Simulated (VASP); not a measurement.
Set up this calculation in VASP 6.6.1, as the native input.

```yaml
Task: single point
Functional: r2SCAN
Potentials_or_basis: VASP PAW PBE potentials, release 64 (Br, I, Na_pv)
Cutoff: 520 eV
k_mesh: 6 × 6 × 6
Occupations: gaussian, width 0.01 eV
Spin: no spin polarisation
Dipole_correction: no
Further_INCAR_settings: ALGO = Normal; EDIFF = 1e-07; NBANDS = 22
```

Na2IBr:

```xyz
4
Lattice="2.1514 1.2421 7.0174 -2.1514 1.2421 7.0174 0.0000 -2.4842 7.0174" Properties=species:S:1:pos:R:3 pbc="T T T"
Br    2.1514    1.2421    7.0174
I     0.0000    0.0000   10.5261
Na    0.0000    0.0000    5.3949
Na    0.0000    0.0000   15.6573
```

One way to write it, as run:

POSCAR

```
Na2IBr
1.0
    2.1514038901      1.2421136151      7.0174009960
   -2.1514038901      1.2421136151      7.0174009960
    0.0000000000     -2.4842272301      7.0174009960
Br I Na
1 1 2
Direct
    1.0000000000      0.0000000000      0.0000000000
    0.5000000000      0.5000000000      0.5000000000
    0.2562623654      0.2562623654      0.2562623654
    0.7437376346      0.7437376346      0.7437376346
```

INCAR.step1

```
SYSTEM = Na2IBr
PREC     = Accurate       ! precision mode
ENCUT    = 520            ! plane-wave cutoff, eV
ISMEAR   = 0              ! smearing method
SIGMA    = 0.01           ! smearing width, eV
LREAL    = .False.        ! projectors in reciprocal space
LASPH    = .True.         ! aspherical terms in the spheres
NELM     = 100            ! most SCF steps
NBANDS   = 22             ! bands
GGA      = PE             ! functional
ALGO     = Normal         ! electronic algorithm
EDIFF    = 1E-4           ! SCF threshold, eV
LWAVE    = .True.         ! write WAVECAR
LCHARG   = .False.        ! write CHGCAR
```

INCAR.step2

```
SYSTEM = Na2IBr
PREC     = Accurate       ! precision mode
ENCUT    = 520            ! plane-wave cutoff, eV
EDIFF    = 1E-7           ! SCF threshold, eV
ISMEAR   = 0              ! smearing method
SIGMA    = 0.01           ! smearing width, eV
LREAL    = .False.        ! projectors in reciprocal space
LASPH    = .True.         ! aspherical terms in the spheres
NELM     = 100            ! most SCF steps
ALGO     = Normal         ! electronic algorithm
ISIF     = 2              ! what is computed and relaxed
LWAVE    = .False.        ! write WAVECAR
LCHARG   = .False.        ! write CHGCAR
METAGGA  = R2SCAN         ! meta-GGA
LMIXTAU  = .True.       
NBANDS   = 22             ! bands
ISTART   = 1
```

KPOINTS

```
Automatic mesh
0
Gamma
  6 6 6
  0 0 0
```

Potentials or basis: VASP PAW PBE potentials, release 64 (Br, I, Na_pv).

Launch:

```sh
$ cat potpaw_PBE.64/Br/POTCAR potpaw_PBE.64/I/POTCAR potpaw_PBE.64/Na_pv/POTCAR > POTCAR
$ cp INCAR.step1 INCAR
$ mpirun -np 1 vasp_std > vasp.out
$ cp INCAR.step2 INCAR
$ mpirun -np 1 vasp_std > vasp.out
```

Results of the run:

```yaml
Pressure: 1.3 GPa
Largest_force: 0.018 eV/Å
Band_gap_on_the_k_mesh: 4.21 eV
```

Caveat: the PAW data sets were made with another functional, which shifts forces and pressure a little; spin-orbit coupling is left out, which moves the levels of the heavy elements.

Run time: 7.5 min on 1 thread of Intel(R) Xeon(R) 6975P-C (Granite Rapids) (shared host), peak memory 0.5 GiB.
